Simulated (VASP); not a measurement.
A run of VASP 6.6.1 is set up as follows.

INCAR

```
  PREC = Accurate
  ENCUT = 500
  EDIFF = 1E-7
  ISMEAR = -1
  SIGMA = 0.05
  LREAL = F
  LASPH = T
  NELM = 120
  ALGO = Normal
  ISIF = 3
  LWAVE = F
  LCHARG = F
  GGA = PE
  ALDAC = 0.0
  AGGAC = 0.0
  IBRION = 2
  NSW = 60
  EDIFFG = -0.01
  GGA_COMPAT = F
  NELMIN = 4
```

Contents of KPOINTS:

```
regular mesh
0
Gamma
  7 7 7
```

File POSCAR:

```
TePb
1.0
    0.0000000000      3.2310000000      3.2310000000
    3.2310000000      0.0000000000      3.2310000000
    3.2310000000      3.2310000000      0.0000000000
Pb Te
1 1
Direct
    0.0000000000      0.0000000000      0.0000000000
    0.5000000000      0.5000000000      0.5000000000
```

Potentials or basis: VASP PAW PBE potentials, release 64 (Pb_d, Te).

Launch:

```console
$ cat potpaw_PBE.64/Pb_d/POTCAR potpaw_PBE.64/Te/POTCAR > POTCAR
$ mpirun -np 1 vasp_std > vasp.out
```

Problem. Estimate the relaxed cell.

Solution. a = 4.969 Å, b = 4.969 Å, c = 4.969 Å, α = 60.00°, β = 60.00°, γ = 60.00°.

Problem. Predict the space group after relaxing (to 0.05 Å).

Solution. Fm-3m (No. 225).

Final structure:
```
Pb Te
1.0
     0.00000    3.51378    3.51378
     3.51378    0.00000    3.51378
     3.51378    3.51378    0.00000
Pb Te
1 1
Direct
  0.00000 0.00000 0.00000
  0.50000 0.50000 0.50000
```

 Zero-point motion and thermal expansion aren't in these numbers.
